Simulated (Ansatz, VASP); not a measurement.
# LiF in VASP and in Ansatz

File INCAR:

```
SYSTEM = LiF
PREC     = Accurate       ! precision mode
ENCUT    = 520            ! plane-wave cutoff, eV
EDIFF    = 1E-6           ! SCF threshold, eV
ISMEAR   = -1             ! smearing method
SIGMA    = 0.03           ! smearing width, eV
LREAL    = .FALSE.        ! projectors in reciprocal space
LASPH    = .TRUE.         ! aspherical terms in the spheres
NELM     = 100            ! most SCF steps
ALGO     = Normal         ! electronic algorithm
ISIF     = 2              ! what is computed and relaxed
LWAVE    = .FALSE.        ! write WAVECAR
LCHARG   = .FALSE.        ! write CHGCAR
GGA      = CA             ! functional
NBANDS   = 12             ! bands
```

The input KPOINTS:

```
Automatic mesh
0
G
  10 10 10
  0 0 0
```

The input POSCAR:

```
LiF
1.0
    0.0000000000      2.0140000000      2.0140000000
    2.0140000000      0.0000000000      2.0140000000
    2.0140000000      2.0140000000      0.0000000000
Li F
1 1
Direct
    0.0000000000      0.0000000000      0.0000000000
    0.5000000000      0.5000000000      0.5000000000
```

Input for Ansatz:

```yaml
crystal:
  lattice:
    - [0.0, 2.014, 2.014]
    - [2.014, 0.0, 2.014]
    - [2.014, 2.014, 0.0]
  atoms:
    - { symbol: Li, position: [0.0, 0.0, 0.0] }
    - { symbol: F, position: [0.5, 0.5, 0.5] }
kpoints:
  mp_grid: { grid: [10, 10, 10] }
  band_path:
    path:
      - [0.0, 0.0, 0.0]
      - [0.5, 0.0, 0.5]
      - [0.625, 0.25, 0.625]
      - [0.375, 0.375, 0.75]
      - [0.0, 0.0, 0.0]
      - [0.5, 0.5, 0.5]
      - [0.5, 0.25, 0.75]
      - [0.5, 0.0, 0.5]
    npoints: 14
scf:
  occupations: { method: fermi_dirac, width: 0.03 }
hamiltonian:
  xc: lda
  pseudopotentials: { kind: all_electron, lapw: { basis_error: 0.001 } }
output:
  forces: true
  stress: true
  eigenvalues: true
  fatbands: true
  populations: true
  dos: { projected: true, de: 0.2, e_range: [-14, 8] }
```

Alike in both runs: task single point; functional LDA; k mesh 10 × 10 × 10; occupations fermi-dirac, width 0.03 eV; no spin polarisation.

|  | VASP | Ansatz |
| --- | --- | --- |
| version | VASP 6.6.1 | Ansatz 0.2.0 |
| potentials or method | VASP PAW LDA potentials, release 64 (Li_sv, F), cutoff 520 eV | all-electron LAPW, scalar-relativistic |

Ansatz gave:

| Item | Value |
| --- | --- |
| gap on the k mesh at the Fermi level (eV) | 8.82 |

Problem. Which values does VASP return?

Solution. gap on the k mesh at the Fermi level (eV): 8.83.

LDA's correlation is that of Perdew and Zunger in VASP and of Perdew and Wang (1992) in Ansatz. Ansatz ran all-electron here, and VASP with PAW potentials.

Noted on VASP's run: the cutoff is short for stress, so the pressure is rough.
